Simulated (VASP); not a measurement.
# Nb (Pm-3m) in VASP: notebook

Runs on Nb. Level: LDA. Tasks: single point, relaxation of cell and atoms.

Everything below comes from runs of VASP 6.6.1. Logs are shortened: lines on timing, memory, paths and dates and some standing lists are left out, and cuts for length are marked.

## (1) The cell of the first run

It takes space group Pm-3m (No. 221, cubic). Conventional cell: a = 2.768 Å, b = 2.768 Å, c = 2.768 Å, α = 90.00°, β = 90.00°, γ = 90.00°. Nb (site symmetry m-3m) has 6 Nb at 2.77 Å within 3.6 Å.

## (2) Single point, LDA (volume scaled by 1.12)

Input file INCAR:

```
ALGO = Normal
EDIFF = 1E-6
ENCUT = 520
GGA = CA
ISIF = 2
ISMEAR = -1
LASPH = T
LCHARG = F
LREAL = F
LWAVE = F
NBANDS = 12
NELM = 60
PREC = Accurate
SIGMA = 0.1
```

Input file KPOINTS:

```
k-points
0
Gamma
  13 13 13
```

Input file POSCAR:

```
Nb
1.0
    2.7682226092      0.0000000000      0.0000000000
    0.0000000000      2.7682226092      0.0000000000
    0.0000000000      0.0000000000      2.7682226092
Nb
1
Direct
    0.0000000000      0.0000000000      0.0000000000
```

Potentials or basis: VASP PAW LDA potentials, release 64 (Nb_sv).

Command:

```
> cat potpaw_LDA.64/Nb_sv/POTCAR > POTCAR
> mpirun -np 1 vasp_std > vasp.out
```

OUTCAR:

```text
EDIFF = 1E-6
   ENCUT = 520
   GGA = CA
   ISIF = 2
   ISMEAR = -1
   LASPH = T
   LREAL = F
   NELM = 60
   PREC = Accurate

 ion  position               nearest neighbor table
   1  0.000  0.000  0.000-

  LATTYP: Found a simple cubic cell.
 ALAT       =     2.7682226092

  Lattice vectors:

 A1 = (   2.7682226092,   0.0000000000,   0.0000000000)
 A2 = (   0.0000000000,   2.7682226092,   0.0000000000)
 A3 = (   0.0000000000,   0.0000000000,   2.7682226092)

Analysis of symmetry for initial positions (statically):
=====================================================================
 Subroutine PRICEL returns:
 Original cell was already a primitive cell.

 Routine SETGRP: Setting up the symmetry group for a
 simple cubic supercell.

 Subroutine GETGRP returns: Found 48 space group operations
 (whereof 48 operations were pure point group operations)
 out of a pool of 48 trial point group operations.

The static configuration has the point symmetry O_h .

Analysis of symmetry for dynamics (positions and initial velocities):
=====================================================================
 Subroutine PRICEL returns:
 Original cell was already a primitive cell.

 Routine SETGRP: Setting up the symmetry group for a
 simple cubic supercell.

 Subroutine GETGRP returns: Found 48 space group operations
 (whereof 48 operations were pure point group operations)
 out of a pool of 48 trial point group operations.

The dynamic configuration has the point symmetry O_h .

 Subroutine INISYM returns: Found 48 space group operations
 (whereof 48 operations are pure point group operations),
 and found     1 'primitive' translations

----------------------------------------------------------------------------------------

                                     Primitive cell

  volume of cell :      21.2130

  direct lattice vectors                    reciprocal lattice vectors
     2.768222609  0.000000000  0.000000000     0.361242624  0.000000000  0.000000000
     0.000000000  2.768222609  0.000000000     0.000000000  0.361242624  0.000000000
     0.000000000  0.000000000  2.768222609     0.000000000  0.000000000  0.361242624

  length of vectors
     2.768222609  2.768222609  2.768222609     0.361242624  0.361242624  0.361242624

  position of ions in fractional coordinates (direct lattice)
     0.000000000  0.000000000  0.000000000

  ion indices of the primitive-cell ions
   primitive index   ion index
                 1           1

----------------------------------------------------------------------------------------

 KPOINTS: k-points

Automatic generation of k-mesh.
 Grid dimensions read from file:
 generate k-points for:   13   13   13

 Generating k-lattice:

  Cartesian coordinates                     Fractional coordinates (reciprocal lattice)
     0.027787894  0.000000000  0.000000000     0.076923077  0.000000000  0.000000000
     0.000000000  0.027787894  0.000000000     0.000000000  0.076923077  0.000000000
     0.000000000  0.000000000  0.027787894     0.000000000  0.000000000  0.076923077

  Length of vectors
     0.027787894  0.027787894  0.027787894

  Shift w.r.t. Gamma in fractional coordinates (k-lattice)
     0.000000000  0.000000000  0.000000000

 Subroutine IBZKPT returns following result:
 ===========================================

 Found     84 irreducible k-points:

 Following reciprocal coordinates:
            Coordinates               Weight
  0.000000  0.000000  0.000000      1.000000
  0.076923  0.000000  0.000000      6.000000
  0.153846  0.000000  0.000000      6.000000
  0.230769  0.000000  0.000000      6.000000
  0.307692  0.000000  0.000000      6.000000
  0.384615  0.000000  0.000000      6.000000
[... 16 lines left out ...]
  0.307692  0.307692  0.000000     12.000000
  0.384615  0.307692  0.000000     24.000000
 [... further k-points ...]
   k-points           NKPTS =     84   k-points in BZ     NKDIM =     84   number of bands    NBANDS=     12
   number of dos      NEDOS =    301   number of ions     NIONS =      1
   total plane-waves  NPLWV =  13824
   dimension x,y,z NGX =    24 NGY =   24 NGZ =   24
   dimension x,y,z NGXF=    48 NGYF=   48 NGZF=   48
   ions per type =               1
   NGX,Y,Z   is equivalent  to a cutoff of  14.41, 14.41, 14.41 a.u.
   NGXF,Y,Z  is equivalent  to a cutoff of  28.83, 28.83, 28.83 a.u.
 SYSTEM =  unknown system
   PREC   = accura    normal or accurate (medium, high low for compatibility)
   ISTART =      0    job   : 0-new  1-cont  2-samecut
   ICHARG =      2    charge: 1-file 2-atom 10-const
   ISPIN  =      1    spin polarized calculation?
   LNONCOLLINEAR =      F non collinear calculations
   LSORBIT =      F    spin-orbit coupling
   LASPH  =      T    aspherical Exc in radial PAW
   ENCUT  =  520.0 eV  38.22 Ry    6.18 a.u.   5.15  5.15  5.15*2*pi/ulx,y,z
   NELM   =     60;   NELMIN=  2; NELMDL= -5     # of ELM steps
   EDIFF  = 0.1E-05   stopping-criterion for ELM
   LREAL  =      F    real-space projection
   EDIFFG = 0.1E-04   stopping-criterion for IOM
   NSW    =      0    number of steps for IOM
   IBRION =     -1    ionic relax: 0-MD 1-quasi-New 2-CG
   NFREE  =      0    steps in history (QN), initial steepest desc. (CG)
   ISIF   =      2    stress and relaxation
   ISYM   =      2    0-nonsym 1-usesym 2-fastsym
   POTIM  = 0.5000    time-step for ionic-motion
   TEBEG  =    0.0;   TEEND  =   0.0 temperature during run
   PSTRESS=    0.0 pullay stress
   NELECT =      13.0000    total number of electrons
   NUPDOWN=      -1.0000    fix difference up-down
   EMIN   =  10.00;   EMAX   =-10.00  energy-range for DOS
   EFERMI =   0.00;   METHOD = LEGACY
   ISMEAR =    -1;   SIGMA  =   0.10  broadening in eV -4-tet -1-fermi 0-gaus
   EFERMI_NEDOS =   21; number of points for ismear=-14 and -15
   IALGO  =     38    algorithm
   IMIX   =      4    mixing-type and parameters
     AMIX     =   0.40;   BMIX     =  1.00
     AMIX_MAG =   1.60;   BMIX_MAG =  1.00
  volume/ion in A,a.u.               =      21.21       143.15
  Fermi-wavevector in a.u.,A,eV,Ry     =   1.390555  2.627769 26.308825  1.933644
  Thomas-Fermi vector in A             =   2.514479
   LORBIT       =      0    0 simple, 1 ext, 2 COOP (PROOUT), +10 PAW based schemes
   GGA     = CA    functional components
   LHFCALC =     F    Hartree Fock is set to
   AEXX    =    0.0000 exact exchange contribution
   IVDW    =     0    specifies the selected vdW correction
   LEPSILON=     F    determine dielectric tensor
   LRPA    =     F    only Hartree local field effects (RPA)
 non-spin polarized calculation
  energy-cutoff  :      520.00
  volume of cell :       21.21
 maximum number of plane-waves:       587
 NGX is ok and might be reduce to    24
   NGX = 11   NGY = 11   NGZ = 11

 number of electron      13.0000000 magnetization

 Free energy of the ion-electron system (eV)
  ---------------------------------------------------
  ext. energy  EPLUGINS =         0.00000000
  ---------------------------------------------------
  free energy    TOTEN  =       -10.16025408 eV

  energy without entropy =      -10.12376674  energy(sigma->0) =      -10.14201041

 E-fermi :   8.9336     XC(G=0): -11.7739

 val. band max:        8.9258159154   @ k =   0.3846   0.0769   0.0000
 cond. band min:       8.9717955045   @ k =   0.4615   0.2308   0.2308
 fundamental gap:      0.0459795891
 Fermi energy:         8.9335638926

 k-point     1 :       0.0000    0.0000    0.0000
  band No.  band energies     occupation
      1     -45.4904      2.00000
      2     -21.0323      2.00000
      3     -21.0323      2.00000
      4     -21.0323      2.00000
      5       3.4649      2.00000
      6       6.3392      2.00000
      7       6.3392      2.00000
      8      13.6594      0.00000
      9      13.6594      0.00000
     10      13.6594      0.00000
     11      23.0255      0.00000
     12      23.0255      0.00000

 k-point     2 :       0.0769    0.0000    0.0000
  band No.  band energies     occupation
      1     -45.4816      2.00000
      2     -21.1091      2.00000
      3     -21.0257      2.00000
      4     -21.0257      2.00000
      5       3.6258      2.00000
      6       6.3815      2.00000
      7       6.5115      2.00000
      8      13.4181      0.00000
      9      13.4181      0.00000
     10      13.6764      0.00000
     11      22.2370      0.00000
     12      23.3629      0.00000

 k-point     3 :       0.1538    0.0000    0.0000
  band No.  band energies     occupation
      1     -45.4572      2.00000
      2     -21.3182      2.00000
      3     -21.0076      2.00000
      4     -21.0076      2.00000
      5       4.0618      2.00000
      6       6.5015      2.00000
      7       7.0201      2.00000
      8      12.8199      0.00000
      9      12.8199      0.00000
     10      13.7238      0.00000
     11      20.6842      0.00000
     12      24.2322      0.00000

 k-point     4 :       0.2308    0.0000    0.0000
  band No.  band energies     occupation
      1     -45.4226      2.00000
      2     -21.6042      2.00000
      3     -20.9820      2.00000
      4     -20.9820      2.00000
      5       4.6658      2.00000
      6       6.6781      2.00000
      7       7.7999      1.99998
      8      12.1009      0.00000
      9      12.1009      0.00000
     10      13.7919      0.00000
     11      19.1898      0.00000
     12      25.1562      0.00000

 k-point     5 :       0.3077    0.0000    0.0000
  band No.  band energies     occupation
      1     -45.3854      2.00000
      2     -21.8975      2.00000
      3     -20.9546      2.00000
      4     -20.9546      2.00000
      5       5.3307      2.00000
      6       6.8763      2.00000
      7       8.6447      1.89460
      8      11.4439      0.00000
      9      11.4439      0.00000
     10      13.8653      0.00000
     11      18.1449      0.00000
     12      23.7546      0.00000
[... 228 lines left out ...]
      1     -45.2887      2.00000
      2     -22.0585      2.00000
      3     -21.4763      2.00000
      4     -20.8840      2.00000
      5       6.5535      2.00000
      6       7.3824      2.00000
      7       9.2532      0.07862
      8      11.2040      0.00000
      9      11.9016      0.00000
     10      12.5545      0.00000
     11      18.2748      0.00000
     12      22.9909      0.00000

 k-point    22 :       0.4615    0.2308    0.0000
  band No.  band energies     occupation
      1     -45.2713      2.00000
      2     -22.1862      2.00000
      3     -21.4600      2.00000
      4     -20.8714      2.00000
      5       6.8172      2.00000
      6       7.2452      2.00000
      7       9.2269      0.10102
      8      10.9596      0.00000
      9      12.6066      0.00000
     10      12.6999      0.00000
     11      17.7601      0.00000
     12      23.7414      0.00000

 k-point    23 :       0.3077    0.3077    0.0000
  band No.  band energies     occupation
      1     -45.2830      2.00000
      2     -21.8040      2.00000
      3     -21.7740      2.00000
      4     -20.8799      2.00000
      5       6.3162      2.00000
      6       7.3494      2.00000
      7      10.3059      0.00000
      8      11.1266      0.00000
      9      11.6903      0.00000
     10      11.9529      0.00000
     11      19.0032      0.00000
     12      21.6931      0.00000

 k-point    24 :       0.3846    0.3077    0.0000
  band No.  band energies     occupation
      1     -45.2527      2.00000
      2     -22.0176      2.00000
      3     -21.7565      2.00000
      4     -20.8579      2.00000
      5       6.2208      2.00000
      6       7.3849      2.00000
      7      10.7157      0.00000
      8      11.3420      0.00000
      9      11.9501      0.00000
     10      12.2589      0.00000
     11      18.1575      0.00000
     12      22.2486      0.00000

 [... further k-points ...]

------------------------ aborting loop because EDIFF is reached ----------------------------------------

  FORCE on cell =-STRESS in cart. coord.  units (eV):
  Direction    XX          YY          ZZ          XY          YZ          ZX
  --------------------------------------------------------------------------------------
  -------------------------------------------------------------------------------------
  Total       -1.8496896     -1.8496896     -1.8496896      0.0000000      0.0000000     -0.0000000
  in kB     -139.7032134   -139.7032134   -139.7032134      0.0000000      0.0000000     -0.0000000
  external PRESSURE =    -139.7032134 kB  Pullay stress =       0.0000000 kB

 VOLUME and BASIS-vectors are now :
 -----------------------------------------------------------------------------
  energy-cutoff  :      520.00
  volume of cell :       21.21
      direct lattice vectors                 reciprocal lattice vectors
     2.768222609  0.000000000  0.000000000     0.361242624  0.000000000  0.000000000
     0.000000000  2.768222609  0.000000000     0.000000000  0.361242624  0.000000000
     0.000000000  0.000000000  2.768222609     0.000000000  0.000000000  0.361242624

 POSITION                                       TOTAL-FORCE (eV/Angst)
 -----------------------------------------------------------------------------------
      0.00000      0.00000      0.00000         0.000000      0.000000      0.000000
 -----------------------------------------------------------------------------------
    total drift:                               -0.000000     -0.000000      0.000000

  FREE ENERGIE OF THE ION-ELECTRON SYSTEM (eV)
  ---------------------------------------------------
  free  energy   TOTEN  =       -10.1602540759 eV

  energy  without entropy=      -10.1237667375  energy(sigma->0) =      -10.14201041
```

Wall time 12 s (1 thread of Intel Xeon Platinum 8259CL at 2.50GHz (Skylake/Cascade Lake), shared host); peak memory 0.14 GiB.

Results:

| Property | Result |
| --- | --- |
| Free energy | -10.1603 eV |
| Pressure | -14.0 GPa |

Caveat: the cell differs from its parent crystal (volume scaled by 1.12).

## (3) Single point, LDA

This run uses another cell than the first one, of 18.94 Å³/atom, 0.893 times its volume.

Input file INCAR:

```
SYSTEM = Nb
ALGO = Normal ; EDIFF = 1E-6
ENCUT = 520 ; ISIF = 2
ISMEAR = -1 ; LASPH = .TRUE.
LCHARG = .FALSE. ; LREAL = .FALSE.
LWAVE = .FALSE. ; NBANDS = 12
NELM = 100 ; PREC = Accurate
SIGMA = 0.1
```

Input file KPOINTS:

```
k-points
0
G
  19 19 19
  0 0 0
```

Input file POSCAR:

```
Nb
1.0
    2.6656001479      0.0000000000      0.0000000000
    0.0000000000      2.6656001479      0.0000000000
    0.0000000000      0.0000000000      2.6656001479
Nb
1
Direct
    0.0000000000      0.0000000000      0.0000000000
```

Potentials or basis: VASP PAW LDA potentials, release 64 (Nb_sv).

Command:

```
> cat potpaw_LDA.64/Nb_sv/POTCAR > POTCAR
> mpirun -np 1 vasp_std > vasp.out
```

It took 28 s on 1 thread of Intel Xeon Platinum 8259CL at 2.50GHz (Skylake/Cascade Lake), shared host; peak memory 0.15 GiB.

Results (log left out):

```yaml
Free_energy: -10.2612 eV
Pressure: -0.4 GPa
```

Levels at points of the mesh, in eV from the Fermi level:
```
           k point  band 5  band 6  band 7  band 8  band 9  band 10
(0.00, 0.00, 0.00)   -5.72   -3.03   -3.03    5.44    5.44     5.44
```

## (4) Relaxation of cell and atoms, LDA

This run uses another cell than the first one, of 19.41 Å³/atom, 0.915 times its volume.

Input file INCAR:

```
SYSTEM = Nb
PREC = Accurate
ENCUT = 600
EDIFF = 1E-6
ISMEAR = -1
SIGMA = 0.1
LREAL = .False.
LASPH = .True.
NELM = 80
ALGO = Normal
ISIF = 3
LWAVE = .False.
LCHARG = .False.
GGA = CA
IBRION = 2
NSW = 80
EDIFFG = -0.01
```

Input file KPOINTS:

```
regular mesh
0
Gamma
  12 12 12
  0 0 0
```

Input file POSCAR:

```
Nb
1.0
    2.6875991705      0.0000000000      0.0000000000
    0.0000000000      2.6875991705      0.0000000000
    0.0000000000      0.0000000000      2.6875991705
Nb
1
Direct
    0.0000000000      0.0000000000      0.0000000000
```

Command:

```
> cat potpaw_LDA.64/Nb_sv/POTCAR > POTCAR
> mpirun -np 1 vasp_std > vasp.out
```

Wall time 28 s (1 thread of Intel Xeon Platinum 8259CL at 2.50GHz (Skylake/Cascade Lake), shared host); peak memory 0.15 GiB.

It converged, with:

```
Free energy                            : -10.2751 eV
Relaxed volume                         : 18.94 Å³/atom
Relaxed cell                           : a = 2.666 Å, b = 2.666 Å, c = 2.666 Å, α = 90.00°, β = 90.00°, γ = 90.00°
Space group after relaxing (to 0.05 Å) : Pm-3m (No. 221)
Energy gained by relaxing              : 5.4 meV/atom
Ionic steps                            : 3
Pressure after relaxing                : -0.1 GPa
```

Step by step:
| step | energy change (eV) | largest force (eV/Å) | pressure (GPa) | volume (Å³) |
| --- | --- | --- | --- | --- |
| 1 | 0.0000 | 0.0000 | -3.59 | 19.41 |
| 2 | 0.0085 | 0.0000 | 6.35 | 18.22 |
| 3 | -0.0054 | 0.0000 | -0.07 | 18.94 |

Final structure:
```yaml
crystal:
  lattice:
    - [2.66581, 0.00000, 0.00000]
    - [0.00000, 2.66581, 0.00000]
    - [0.00000, 0.00000, 2.66581]
  atoms:
    - { symbol: Nb, position: [0.00000, 0.00000, 0.00000] }
```

Levels at points of the mesh, in eV from the Fermi level:
```
           k point  band 5  band 6  band 7  band 8  band 9  band 10
(0.00, 0.00, 0.00)   -5.70   -3.01   -3.01    5.44    5.44     5.44
(0.50, 0.00, 0.00)   -2.56   -2.05    0.71    1.90    1.90     5.82
(0.50, 0.50, 0.00)   -4.43   -1.08    2.64    2.64    6.16     6.16
(0.50, 0.50, 0.50)   -2.76   -2.76   -2.76    7.41    8.13     8.13
```

## (5) Single point, LDA, non-collinear spin, zero start, spin-orbit coupling

This run uses another cell than the first one, of 18.94 Å³/atom, 0.893 times its volume.

Input file INCAR:

```
PREC     = Accurate       # precision mode
ENCUT    = 520            # plane-wave cutoff, eV
EDIFF    = 1E-6           # SCF threshold, eV
ISMEAR   = -1             # smearing method
SIGMA    = 0.1            # smearing width, eV
LREAL    = False          # projectors in reciprocal space
LASPH    = True           # aspherical terms in the spheres
NELM     = 150            # most SCF steps
ALGO     = Normal         # electronic algorithm
ISIF     = 2              # what is computed and relaxed
LWAVE    = False          # write WAVECAR
LCHARG   = False          # write CHGCAR
LNONCOLLINEAR= True           # non-collinear magnetism
MAGMOM   = 0 0 0          # initial moments
LORBIT   = 11             # projections on sites
LSORBIT  = True           # spin-orbit coupling
GGA_COMPAT= False        
LORBMOM  = True         
LMAXMIX  = 4              # l up to which the mixer works
NBANDS   = 24             # bands
```

Input file KPOINTS:

```
regular mesh
0
Gamma
  12 12 12
```

Input file POSCAR:

```
Nb
1.0
    2.6656001479      0.0000000000      0.0000000000
    0.0000000000      2.6656001479      0.0000000000
    0.0000000000      0.0000000000      2.6656001479
Nb
1
Direct
    0.0000000000      0.0000000000      0.0000000000
```

Command:

```
> cat potpaw_LDA.64/Nb_sv/POTCAR > POTCAR
> mpirun -np 1 vasp_ncl > vasp.out
```

Run time: 52 s. Hardware: 1 thread of Intel Xeon Platinum 8259CL at 2.50GHz (Skylake/Cascade Lake), shared host; peak memory 0.18 GiB.

The run converged. Its results:

- Free energy: -10.3669 eV
- Pressure: -0.1 GPa
- Net moment: 0.00 μB per cell
- Valence electrons inside the program's atomic spheres: Nb 10.91

Moments on the atoms (μB; x, y, z):
```
Nb  0.00 0.00 0.00
```

## (6) The runs side by side

| task | spin | cell | k mesh | cutoff (eV) | gap on the mesh (eV) | pressure (GPa) |
| --- | --- | --- | --- | --- | --- | --- |
| single point | off | a = 2.768 Å, 1 atom | 13 × 13 × 13 | 520 | none | -14.0 |
| single point | off | a = 2.666 Å, 1 atom | 19 × 19 × 19 | 520 | none | -0.4 |
| relaxation of cell and atoms | off | relaxed from a = 2.688 Å, 1 atom | 12 × 12 × 12 | 600 | none | -0.1 |
| single point | non-collinear, zero start, SOC | a = 2.666 Å, 1 atom | 12 × 12 × 12 | 520 | - | -0.1 |

Alike in all rows: level LDA; potentials or basis VASP PAW LDA potentials, release 64 (Nb_sv); smearing fermi-dirac 0.1 eV.

Absolute energies hang on the potentials; compare differences alone.
